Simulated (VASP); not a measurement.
A run of VASP 6.6.1:

File POSCAR:

```
Rb3Cd
1.0
    6.3125020000      0.0000000000      0.0000000000
    0.0000000000      6.3125020000      0.0000000000
    0.0000000000      0.0000000000      6.3125020000
Rb Cd
3 1
Direct
    0.0000000000      0.5000000000      0.5000000000
    0.5000000000      0.0000000000      0.5000000000
    0.5000000000      0.5000000000      0.0000000000
    0.0000000000      0.0000000000      0.0000000000
```

INCAR.step1

```
SYSTEM = Rb3Cd
PREC = Accurate ; ENCUT = 520
ISMEAR = 0 ; SIGMA = 0.01
LREAL = .False. ; LASPH = .True.
NELM = 60 ; NBANDS = 28
GGA = PE ; ALGO = Normal
EDIFF = 1E-4 ; LWAVE = .True.
LCHARG = .False.
```

Contents of INCAR.step2:

```
SYSTEM = Rb3Cd
PREC = Accurate ; ENCUT = 520
EDIFF = 1E-6 ; ISMEAR = 0
SIGMA = 0.01 ; LREAL = .False.
LASPH = .True. ; NELM = 60
ALGO = Normal ; ISIF = 2
LWAVE = .False. ; LCHARG = .False.
METAGGA = R2SCAN ; LMIXTAU = .True.
NBANDS = 28 ; ISTART = 1
```

The input KPOINTS:

```
regular mesh
0
Gamma
  3 3 3
  0 0 0
```

Potentials or basis: VASP PAW PBE potentials, release 64 (Rb_sv, Cd).

Command:

```console
$ cat potpaw_PBE.64/Rb_sv/POTCAR potpaw_PBE.64/Cd/POTCAR > POTCAR
$ cp INCAR.step1 INCAR
$ mpirun -np 1 vasp_std > vasp.out
$ cp INCAR.step2 INCAR
$ mpirun -np 1 vasp_std > vasp.out
```

Hardware: 1 thread of Intel(R) Xeon(R) Platinum 8259CL CPU @ 2.50GHz (Skylake/Cascade Lake), on a shared host.

How long does it take, and how much memory?

It took 110 s on 1 thread of Intel(R) Xeon(R) Platinum 8259CL CPU @ 2.50GHz (Skylake/Cascade Lake), on a shared host, peak memory 0.36 GiB. Counts: k points 4.
